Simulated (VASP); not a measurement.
Wanted: the native input for a VASP 6.6.1 run.

```
Task                   : single point
Functional             : PBE
Potentials or basis    : VASP PAW PBE potentials, release 64 (Ga_d, C)
Cutoff                 : 520 eV
k mesh                 : 6 × 6 × 4
Occupations            : gaussian, width 0.1 eV
Spin                   : no spin polarisation
Dipole correction      : no
Further INCAR settings : ALGO = Normal; EDIFF = 1e-06; NBANDS = 30
```

The structure of GaC2 lies in POSCAR:

```
GaC2
1.0
    2.4925472446      0.0000000000      0.0000000000
    0.0000000000      2.4925472446      0.0000000000
    0.0000000000      0.0000000000      9.0610098389
Ga C
2 4
Direct
    0.5000000000      0.0000000000      0.2286056979
    0.0000000000      0.5000000000      0.7713943021
    0.0000000000      0.0000000000      0.0000000000
    0.5000000000      0.5000000000      0.0000000000
    0.5000000000      0.0000000000      0.4887012816
    0.0000000000      0.5000000000      0.5112987184
```

These files were run (other wordings do the same):

INCAR

```
PREC     = Accurate       # precision mode
ENCUT    = 520            # plane-wave cutoff, eV
EDIFF    = 1E-6           # SCF threshold, eV
ISMEAR   = 0              # smearing method
SIGMA    = 0.1            # smearing width, eV
LREAL    = False          # projectors in reciprocal space
LASPH    = True           # aspherical terms in the spheres
NELM     = 100            # most SCF steps
ALGO     = Normal         # electronic algorithm
ISIF     = 2              # what is computed and relaxed
LWAVE    = False          # write WAVECAR
LCHARG   = False          # write CHGCAR
GGA      = PE             # functional
NBANDS   = 30             # bands
```

KPOINTS

```
Automatic mesh
0
Gamma
  6 6 4
```

Potentials or basis: VASP PAW PBE potentials, release 64 (Ga_d, C).

Run with:

```bash
$ cat potpaw_PBE.64/Ga_d/POTCAR potpaw_PBE.64/C/POTCAR > POTCAR
$ mpirun -np 1 vasp_std > vasp.out
```

It gave:

| Item | Value |
| --- | --- |
| Pressure | 0.4 GPa |
| Largest force | 0.014 eV/Å |
| Band gap on the k mesh | zero (band 21 reaches 11.22 eV, above the bottom of band 22 at 5.81 eV) |

Caveat: the k points lie up to 0.42 Å⁻¹ apart.

Wall time 46 s on 1 thread of Intel(R) Xeon(R) Platinum 8488C (Sapphire Rapids), with other jobs on the host, peak memory 0.19 GiB.
